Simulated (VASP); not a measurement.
Write the native input for VASP 6.6.1 that does the following.

```
Task                   : single point
Functional             : PBE
Potentials or basis    : VASP PAW PBE potentials, release 64 (Ru_pv)
Cutoff                 : 520 eV
k mesh                 : 24 × 24 × 12
Occupations            : gaussian, width 0.1 eV
Spin                   : no spin polarisation
Dipole correction      : no
Further INCAR settings : ALGO = Fast; EDIFF = 1e-06; NBANDS = 21
```

The structure of Ru lies in POSCAR:

```
Ru
1.0
    2.7199967389      0.0000000000      0.0000000000
   -1.3599983695      2.3555862741      0.0000000000
    0.0000000000      0.0000000000      4.2967707673
Ru
2
Direct
    0.3333333333      0.6666666667      0.2500000000
    0.6666666667      0.3333333333      0.7500000000
```

These files were run (other wordings do the same):

INCAR

```
SYSTEM = Ru
ALGO = Fast ; EDIFF = 1E-6
ENCUT = 520 ; GGA = PE
ISIF = 2 ; ISMEAR = 0
LASPH = .TRUE. ; LCHARG = .TRUE.
LELF = .TRUE. ; LREAL = .FALSE.
LVHAR = .TRUE. ; LWAVE = .FALSE.
NBANDS = 21 ; NELM = 80
PREC = Accurate ; SIGMA = 0.1
```

KPOINTS

```
k-points
0
G
  24 24 12
  0 0 0
```

Potentials or basis: VASP PAW PBE potentials, release 64 (Ru_pv).

Command:

```sh
$ cat potpaw_PBE.64/Ru_pv/POTCAR > POTCAR
$ mpirun -np 1 vasp_std > vasp.out
```

It gave:

- Pressure: -0.1 GPa
- Band gap on the k mesh: zero (bands 14 and 15 overlap by 3.09 eV)

Run time: 4.8 min on 1 thread of Intel Xeon 8259CL (shared host), peak memory 0.29 GiB.
